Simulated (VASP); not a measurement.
Input of a VASP 6.6.1 run:

POSCAR

```
TlCl
1.0
    3.7936347034      0.0000000000      0.0000000000
    0.0000000000      3.7936347034      0.0000000000
    0.0000000000      0.0000000000      3.7936347034
Tl Cl
1 1
Direct
    0.0000000000      0.0000000000      0.0000000000
    0.5000000000      0.5000000000      0.5000000000
```

The input INCAR.step1:

```
SYSTEM = TlCl
PREC = Accurate ; ENCUT = 440
EDIFF = 1E-5 ; ISMEAR = 0
SIGMA = 0.01 ; LREAL = .False.
LASPH = .True. ; NELM = 120
ALGO = Normal ; ISIF = 2
LWAVE = .True. ; LCHARG = .False.
GGA = PE ; NBANDS = 17
GGA_COMPAT = .False.
```

INCAR.step2

```
SYSTEM = TlCl
PREC = Accurate ; ENCUT = 440
EDIFF = 1E-6 ; ISMEAR = 0
SIGMA = 0.01 ; LREAL = .False.
LASPH = .True. ; NELM = 120
ALGO = Normal ; ISIF = 2
LWAVE = .False. ; LCHARG = .False.
METAGGA = R2SCAN ; LHFCALC = .True.
AEXX = 0.1 ; LMIXTAU = .True.
PRECFOCK = Normal ; ISTART = 1
NBANDS = 17 ; GGA_COMPAT = .False.
```

Contents of KPOINTS:

```
Automatic mesh
0
Gamma
  4 4 4
  0 0 0
```

Potentials or basis: VASP PAW PBE potentials, release 64 (Tl_d, Cl).

The run is started by

```console
$ cat potpaw_PBE.64/Tl_d/POTCAR potpaw_PBE.64/Cl/POTCAR > POTCAR
$ cp INCAR.step1 INCAR
$ mpirun -np 1 vasp_std > vasp.out
$ cp INCAR.step2 INCAR
$ mpirun -np 1 vasp_std > vasp.out
```

Problem. Estimate the pressure.

Solution. 1.1 GPa.

Problem. Predict the band gap on the k mesh.

Solution. 2.94 eV, direct.

Caveat: the PAW data sets were made with another functional, which shifts forces and pressure a little; spin-orbit coupling is left out, which moves the levels of the heavy elements. A k mesh can miss the band edges.
